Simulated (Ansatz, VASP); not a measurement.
## Two plane-wave programs on Al3GaAs4

```
Al Ga As
1.0
     4.05548    0.00000    0.00000
     0.00000    4.05548    0.00000
     0.00000    0.00000   11.45583
Al Ga As
3 1 4
Direct
  0.00000 0.00000 0.74976
  0.00000 0.00000 0.25024
  0.50000 0.50000 0.50000
  0.50000 0.50000 0.00000
  0.50000 0.00000 0.87413
  0.00000 0.50000 0.12587
  0.50000 0.00000 0.37511
  0.00000 0.50000 0.62489
```

Alike in both runs: functional PBE; k mesh 8 × 8 × 4; occupations gaussian, width 0.02 eV; no spin polarisation.

Ansatz relaxed the structure, and its values are those at the end. VASP's run is a single point on that final structure, the one shown.

|  | VASP | Ansatz |
| --- | --- | --- |
| version | VASP 6.6.1 | Ansatz 0.2.0 |
| potentials or method | VASP PAW PBE potentials, release 64 (Al, Ga_d, As), cutoff 520 eV | scalar-relativistic, plane waves, PAW |
| valence electrons in the cell | 42 | 82 |

```tsv
	VASP	Ansatz	Ansatz less VASP
gap on the k mesh at the Fermi level (eV)	1.27	1.27	-0.003
least direct gap on the mesh (eV)	1.27	1.27	-0.003
pressure (GPa)	0.2	0.0	-0.16
```

The functional is the same, so the differences come from potentials, cutoffs and numerics. VASP's potentials hold 42 valence electrons a cell and Ansatz's 82, so a difference there can come from the potentials and not from the codes.
